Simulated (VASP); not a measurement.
# Zr (Im-3m) in VASP: further runs, part 2 of 2

VASP 6.6.1. The steps go on from the part before.

## Step 4: Single point, PBE

This run uses another cell than the first one, of 22.85 Å³/atom, 1.111 times its volume.

INCAR reads:

```
PREC = Accurate
ENCUT = 520
EDIFF = 1E-6
ISMEAR = -1
SIGMA = 0.05
LREAL = F
LASPH = T
NELM = 100
ALGO = Normal
ISIF = 2
LWAVE = F
LCHARG = T
GGA = PE
LELF = T
LVHAR = T
NBANDS = 12
```

KPOINTS reads:

```
Automatic mesh
0
Gamma
  16 16 16
```

POSCAR reads:

```
Zr
1.0
   -1.7877186994      1.7877186994      1.7877186994
    1.7877186994     -1.7877186994      1.7877186994
    1.7877186994      1.7877186994     -1.7877186994
Zr
1
Direct
    0.0000000000      0.0000000000      0.0000000000
```

Potentials or basis: VASP PAW PBE potentials, release 64 (Zr_sv).

On the command line:

```
cat potpaw_PBE.64/Zr_sv/POTCAR > POTCAR
mpirun -np 1 vasp_std > vasp.out
```

OUTCAR:

```text
PREC = Accurate
   ENCUT = 520
   EDIFF = 1E-6
   ISMEAR = -1
   LREAL = F
   LASPH = T
   NELM = 100
   ISIF = 2
   GGA = PE

 ion  position               nearest neighbor table
   1  0.000  0.000  0.000-

  LATTYP: Found a body centered cubic cell.
 ALAT       =     3.5754373988

  Lattice vectors:

 A1 = (  -1.7877186994,   1.7877186994,   1.7877186994)
 A2 = (   1.7877186994,  -1.7877186994,   1.7877186994)
 A3 = (   1.7877186994,   1.7877186994,  -1.7877186994)

Analysis of symmetry for initial positions (statically):
=====================================================================
 Subroutine PRICEL returns:
 Original cell was already a primitive cell.

 Routine SETGRP: Setting up the symmetry group for a
 body centered cubic supercell.

 Subroutine GETGRP returns: Found 48 space group operations
 (whereof 48 operations were pure point group operations)
 out of a pool of 48 trial point group operations.

The static configuration has the point symmetry O_h .

Analysis of symmetry for dynamics (positions and initial velocities):
=====================================================================
 Subroutine PRICEL returns:
 Original cell was already a primitive cell.

 Routine SETGRP: Setting up the symmetry group for a
 body centered cubic supercell.

 Subroutine GETGRP returns: Found 48 space group operations
 (whereof 48 operations were pure point group operations)
 out of a pool of 48 trial point group operations.

The dynamic configuration has the point symmetry O_h .

 Subroutine INISYM returns: Found 48 space group operations
 (whereof 48 operations are pure point group operations),
 and found     1 'primitive' translations

----------------------------------------------------------------------------------------

                                     Primitive cell

  volume of cell :      22.8538

  direct lattice vectors                    reciprocal lattice vectors
[... 107 lines left out ...]
  Fermi-wavevector in a.u.,A,eV,Ry     =   1.320736  2.495829 23.733241  1.744344
  Thomas-Fermi vector in A             =   2.450541
   LORBIT       =      0    0 simple, 1 ext, 2 COOP (PROOUT), +10 PAW based schemes
   GGA     = PE    functional components
   LHFCALC =     F    Hartree Fock is set to
   AEXX    =    0.0000 exact exchange contribution
   IVDW    =     0    specifies the selected vdW correction
   LEPSILON=     F    determine dielectric tensor
   LRPA    =     F    only Hartree local field effects (RPA)
 non-spin polarized calculation
  energy-cutoff  :      520.00
  volume of cell :       22.85
 maximum number of plane-waves:       630
   NGX = 11   NGY = 11   NGZ = 11

 number of electron      12.0000000 magnetization

 Free energy of the ion-electron system (eV)
  ---------------------------------------------------
  ext. energy  EPLUGINS =         0.00000000
  ---------------------------------------------------
  free energy    TOTEN  =        -8.44341243 eV

  energy without entropy =       -8.42771931  energy(sigma->0) =       -8.43556587

 E-fermi :   8.9122     XC(G=0): -11.1609

 val. band max:        8.9082209816   @ k =  -0.3750  -0.4375   0.0625
 cond. band min:       8.9367340722   @ k =   0.1250   0.1250   0.0625
 fundamental gap:      0.0285130906
 Fermi energy:         8.9121613184

 k-point     1 :       0.0000    0.0000    0.0000
  band No.  band energies     occupation
      1     -39.5394      2.00000
      2     -17.0260      2.00000
      3     -17.0260      2.00000
      4     -17.0260      2.00000
      5       3.5188      2.00000
      6      10.0499      0.00000
      7      10.0499      0.00000
      8      10.0499      0.00000
      9      12.5699      0.00000
     10      12.5699      0.00000
     11      21.3666      0.00000
     12      21.3666      0.00000
[... 331 lines left out ...]
 k-point    24 :       0.2500    0.1875    0.0000
  band No.  band energies     occupation
      1     -39.3951      2.00000
      2     -17.8283      2.00000
      3     -17.3558      2.00000
      4     -17.1140      2.00000
      5       6.7042      2.00000
      6       8.3955      1.99993
      7       8.9452      0.68076
      8      12.0564      0.00000
      9      13.2531      0.00000
     10      14.6613      0.00000
     11      20.1583      0.00000
     12      21.7658      0.00000

 [... further k-points ...]
[... 5 lines left out ...]
  --------------------------------------------------------------------------------------
  -------------------------------------------------------------------------------------
  Total       -0.0010041     -0.0010041     -0.0010041      0.0000000     -0.0000000      0.0000000
  in kB       -0.0703966     -0.0703966     -0.0703966      0.0000000     -0.0000000      0.0000000
  external PRESSURE =      -0.0703966 kB  Pullay stress =       0.0000000 kB

 VOLUME and BASIS-vectors are now :
 -----------------------------------------------------------------------------
  energy-cutoff  :      520.00
  volume of cell :       22.85
      direct lattice vectors                 reciprocal lattice vectors
    -1.787718699  1.787718699  1.787718699     0.000000000  0.279686060  0.279686060
     1.787718699 -1.787718699  1.787718699     0.279686060  0.000000000  0.279686060
     1.787718699  1.787718699 -1.787718699     0.279686060  0.279686060  0.000000000

 POSITION                                       TOTAL-FORCE (eV/Angst)
 -----------------------------------------------------------------------------------
      0.00000      0.00000      0.00000         0.000000      0.000000      0.000000
 -----------------------------------------------------------------------------------
    total drift:                                0.000000      0.000000     -0.000000

  FREE ENERGIE OF THE ION-ELECTRON SYSTEM (eV)
  ---------------------------------------------------
  free  energy   TOTEN  =        -8.4434124347 eV

  energy  without entropy=       -8.4277193132  energy(sigma->0) =       -8.43556587
```

Wall time 37 s (1 thread of Intel Xeon 8259CL, shared host); peak memory 0.17 GiB.

Results:

```
Free energy            : -8.4434 eV
Pressure               : 0.0 GPa
Band gap on the k mesh : zero (band 6 reaches 10.05 eV, above the bottom of band 7 at 8.17 eV)
```

Levels at points of the mesh, in eV from the Fermi level:
| k point | band 4 | band 5 | band 6 | band 7 | band 8 | band 9 |
| --- | --- | --- | --- | --- | --- | --- |
| (0.00, 0.00, 0.00) | -25.94 | -5.39 | 1.14 | 1.14 | 1.14 | 3.66 |
| (0.50, 0.00, 0.00) | -25.95 | -2.82 | -0.69 | 1.67 | 3.66 | 4.34 |
| (0.50, 0.50, 0.50) | -26.64 | -2.60 | -2.60 | 5.76 | 5.76 | 5.76 |
